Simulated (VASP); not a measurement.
Input of a VASP 6.6.1 run:

Contents of INCAR:

```
SYSTEM = MgGe2
PREC = Accurate ; ENCUT = 520
EDIFF = 1E-6 ; ISMEAR = -1
SIGMA = 0.05 ; LREAL = .FALSE.
LASPH = .TRUE. ; NELM = 60
ALGO = Normal ; ISIF = 2
LWAVE = .FALSE. ; LCHARG = .FALSE.
GGA = PE ; NBANDS = 39
```

Contents of KPOINTS:

```
Automatic mesh
0
G
  8 8 5
  0 0 0
```

The input POSCAR:

```
MgGe2
1.0
    5.5580521915     -1.8620969928      0.0000000000
    5.5580521915      1.8620969928      0.0000000000
   -3.2389343958      0.0000000000      6.0475617423
Ge Mg
4 2
Direct
    0.5292340000      0.5292340000      0.2936210000
    0.4707660000      0.4707660000      0.7063790000
    0.8803900000      0.8803900000      0.9854400000
    0.1196100000      0.1196100000      0.0145600000
    0.8152860000      0.8152860000      0.3492530000
    0.1847140000      0.1847140000      0.6507470000
```

Potentials or basis: VASP PAW PBE potentials, release 64 (Ge_d, Mg).

Run with:

```sh
$ cat potpaw_PBE.64/Ge_d/POTCAR potpaw_PBE.64/Mg/POTCAR > POTCAR
$ mpirun -np 1 vasp_std > vasp.out
```

(1) Predict the band gap on the k mesh.

(2) Estimate the largest force.

(3) What does it give for the pressure?

Answers

(1) zero (bands 30 and 31 overlap by 1.83 eV).

(2) 0.114 eV/Å.

(3) -1.5 GPa.
